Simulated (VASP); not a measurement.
Write the native input for VASP 6.6.1 that does the following.

```
Task                   : electric field gradients
Functional             : PBEsol
Potentials or basis    : VASP PAW PBE potentials, release 64 (Na_pv)
Cutoff                 : 520 eV
k mesh                 : 13 × 13 × 7
Occupations            : fermi-dirac, width 0.05 eV
Spin                   : no spin polarisation
Dipole correction      : no
Further INCAR settings : ALGO = Normal; EDIFF = 1e-08; NBANDS = 14
```

The structure of Na lies in POSCAR:

```
Na
1.0
    3.7670009976     -0.0376700100     -0.0376700100
   -1.9161236844      3.2811535650     -0.0137881806
   -0.0615400000     -0.0615400000      6.1540000000
Na
2
Direct
    0.3333333333      0.6666666667      0.2500000000
    0.6666666667      0.3333333333      0.7500000000
```

This cell differs from its parent crystal: equal xy, yz and zx shear strains of -2 %.

The input as run:

INCAR

```
SYSTEM = Na
PREC = Accurate ; ENCUT = 520
EDIFF = 1E-8 ; ISMEAR = -1
SIGMA = 0.05 ; LREAL = .FALSE.
LASPH = .TRUE. ; NELM = 60
ALGO = Normal ; ISIF = 2
LWAVE = .FALSE. ; LCHARG = .FALSE.
GGA = PS ; LEFG = .TRUE.
NBANDS = 14
```

KPOINTS

```
regular mesh
0
G
  13 13 7
  0 0 0
```

Potentials or basis: VASP PAW PBE potentials, release 64 (Na_pv).

Run with:

```bash
$ cat potpaw_PBE.64/Na_pv/POTCAR > POTCAR
$ mpirun -np 1 vasp_std > vasp.out
```

Results of the run:

The pressure is -0.3 GPa and the largest force is 0.008 eV/Å. The band gap on the k mesh is zero (bands 7 and 8 overlap by 3.48 eV) and the largest electric field gradient by atom is Na +0.23 V/Å².

Caveat: the cell differs from its parent crystal (equal xy, yz and zx shear strains of -2 %); without QUAD_EFG the Cq values of the log hold for a quadrupole moment of 1 mb, not for the nuclei; the PAW data sets were made with another functional, which shifts forces and pressure a little.

It took 12 min on 1 thread of Intel Xeon 8259CL, on a shared host, peak memory 0.53 GiB.
